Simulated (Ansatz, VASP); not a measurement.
**Two plane-wave programs on CsSnI3**

```
Cs Sn I
1.0
     6.28623    0.00000    0.00000
     0.00000    6.28623    0.00000
     0.00000    0.00000    6.28623
Cs Sn I
1 1 3
Direct
  0.50000 0.50000 0.50000
  0.00000 0.00000 0.00000
  0.50000 0.00000 0.00000
  0.00000 0.00000 0.50000
  0.00000 0.50000 0.00000
```

Alike in both runs: task electric field gradients; functional r2SCAN; k mesh 5 × 5 × 5; occupations fermi-dirac, width 0.02 eV; no spin polarisation.

```csv
,VASP,Ansatz
version,VASP 6.6.1,Ansatz 0.2.0
potentials or method,"VASP PAW PBE potentials, release 64 (Cs_sv, Sn_d, I)","plane-wave PAW, scalar-relativistic"
plane-wave cutoff (eV),520,500
valence electrons in the cell,44,74
```

|  | VASP | Ansatz | Ansatz less VASP |
| --- | --- | --- | --- |
| gap on the k mesh at the Fermi level (eV) | 1.92 | 1.92 | +0.001 |
| pressure (GPa) | -0.6 | -0.6 | 0.00 |
| size of Vzz on the site where it differs most (V/Å²) | 400.9 | 413.6 | +12.74 |

VASP's potentials were made for PBE, not for r2SCAN. VASP's potentials hold 44 valence electrons a cell and Ansatz's 74, so a difference there can come from the potentials and not from the codes.

Neither program's run includes spin-orbit coupling.
